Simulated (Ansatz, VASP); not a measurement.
**Y2Si2F in VASP and in Ansatz**

```
Y Si F
1.0
     3.71496    0.00000    0.00000
    -1.85748    3.21725    0.00000
     0.00000    0.00000    8.02935
Y Si F
2 2 1
Cartesian
  0.0000 2.1448 1.5310
  1.8575 1.0724 6.4983
  0.0000 2.1448 4.5252
  1.8575 1.0724 3.5041
  0.0000 0.0000 0.0000
```

Change from the starting cell: species swapped into the EuMn2As2 type (P-3m1, No. 164).

Alike in both runs: functional PBE; k mesh 6 × 6 × 4; occupations gaussian, width 0.1 eV; no spin polarisation.

Ansatz relaxed the structure, and its values are those at the end. VASP's run is a single point on that final structure, the one shown.

|  | VASP | Ansatz |
| --- | --- | --- |
| version | VASP 6.6.1 | Ansatz 0.2.0 |
| potentials or method | VASP PAW PBE potentials, release 64 (Y_sv, Si, F), cutoff 520 eV | scalar-relativistic, plane waves, PAW |
| valence electrons in the cell | 37 | 37 |

|  | VASP | Ansatz | Ansatz less VASP |
| --- | --- | --- | --- |
| gap on the k mesh at the Fermi level (eV) | none | none | - |
| pressure (GPa) | 0.0 | 0.1 | +0.10 |
| rms of the force components (eV/Å) | 0.010 | 0.007 | -0.0030 |

A gap of «none» marks a metal or a gap that the smearing closes.
